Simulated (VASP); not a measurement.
Here is a VASP 6.6.1 calculation.

INCAR

```
SYSTEM = MgGa15N16
PREC = Accurate
ENCUT = 520
EDIFF = 1E-8
ISMEAR = -1
SIGMA = 0.01
LREAL = Auto
LASPH = .True.
NELM = 100
ALGO = Normal
ISIF = 2
LWAVE = .False.
LCHARG = .False.
GGA = PE
LEFG = .True.
NELECT = 278.0
NBANDS = 160
```

Contents of KPOINTS:

```
Automatic mesh
0
Gamma
  4 4 2
  0 0 0
```

File POSCAR:

```
MgGa15N16
1.0
    6.3600000000      0.0000000000      0.0000000000
   -3.1800000000      5.5079215680      0.0000000000
    0.0000000000      0.0000000000     10.3320000000
Mg Ga N
1 15 16
Direct
    0.1666666666      0.3333333334      0.0000000000
    0.1666666666      0.3333333334      0.5000000000
    0.1666666666      0.8333333334      0.0000000000
    0.1666666666      0.8333333334      0.5000000000
    0.6666666666      0.3333333334      0.0000000000
    0.6666666666      0.3333333334      0.5000000000
    0.6666666666      0.8333333334      0.0000000000
    0.6666666666      0.8333333334      0.5000000000
    0.3333333334      0.1666666666      0.2500000000
    0.3333333334      0.1666666666      0.7500000000
    0.3333333334      0.6666666666      0.2500000000
    0.3333333334      0.6666666666      0.7500000000
    0.8333333334      0.1666666666      0.2500000000
    0.8333333334      0.1666666666      0.7500000000
    0.8333333334      0.6666666666      0.2500000000
    0.8333333334      0.6666666666      0.7500000000
    0.1666666666      0.3333333334      0.1875000000
    0.1666666666      0.3333333334      0.6875000000
    0.1666666666      0.8333333334      0.1875000000
    0.1666666666      0.8333333334      0.6875000000
    0.6666666666      0.3333333334      0.1875000000
    0.6666666666      0.3333333334      0.6875000000
    0.6666666666      0.8333333334      0.1875000000
    0.6666666666      0.8333333334      0.6875000000
    0.3333333334      0.1666666666      0.4375000000
    0.3333333334      0.1666666666      0.9375000000
    0.3333333334      0.6666666666      0.4375000000
    0.3333333334      0.6666666666      0.9375000000
    0.8333333334      0.1666666666      0.4375000000
    0.8333333334      0.1666666666      0.9375000000
    0.8333333334      0.6666666666      0.4375000000
    0.8333333334      0.6666666666      0.9375000000
```

Potentials or basis: VASP PAW PBE potentials, release 64 (Mg, Ga_d, N).

Command:

```bash
$ cat potpaw_PBE.64/Mg/POTCAR potpaw_PBE.64/Ga_d/POTCAR potpaw_PBE.64/N/POTCAR > POTCAR
$ mpirun -np 1 vasp_std > vasp.out
```

Estimate the largest force.

1.887 eV/Å.

Forces in eV/Å, atoms in the order of the input:
```
Mg   0.000  0.000 -0.352
Ga   0.000  0.000 -0.135
Ga   0.602  0.348 -0.782
Ga   0.041  0.024  0.016
Ga   0.000 -0.696 -0.782
Ga   0.000 -0.047  0.016
Ga  -0.602  0.348 -0.782
Ga  -0.041  0.024  0.016
Ga  -0.533  0.308 -0.636
Ga   0.076 -0.044  0.923
Ga   0.000 -0.615 -0.636
Ga   0.000  0.088  0.923
Ga   0.533  0.308 -0.636
Ga  -0.076 -0.044  0.923
Ga   0.000  0.000 -0.400
Ga   0.000  0.000  0.229
N    0.000  0.000  1.887
N    0.000  0.000 -0.380
N   -0.051 -0.029  0.524
N   -0.113 -0.065 -0.327
N    0.000  0.059  0.524
N    0.000  0.130 -0.327
N    0.051 -0.029  0.524
N    0.113 -0.065 -0.327
N    0.113 -0.065  0.326
N    0.982 -0.567 -0.406
N    0.000  0.130  0.326
N    0.000  1.134 -0.406
N   -0.113 -0.065  0.326
N   -0.982 -0.567 -0.406
N    0.000  0.000  0.142
N    0.000  0.000  0.097
```

Caveat: the cell carries a net charge on a neutralising background, which shifts energy and pressure; without QUAD_EFG the Cq values of the log hold for a quadrupole moment of 1 mb, not for the nuclei.
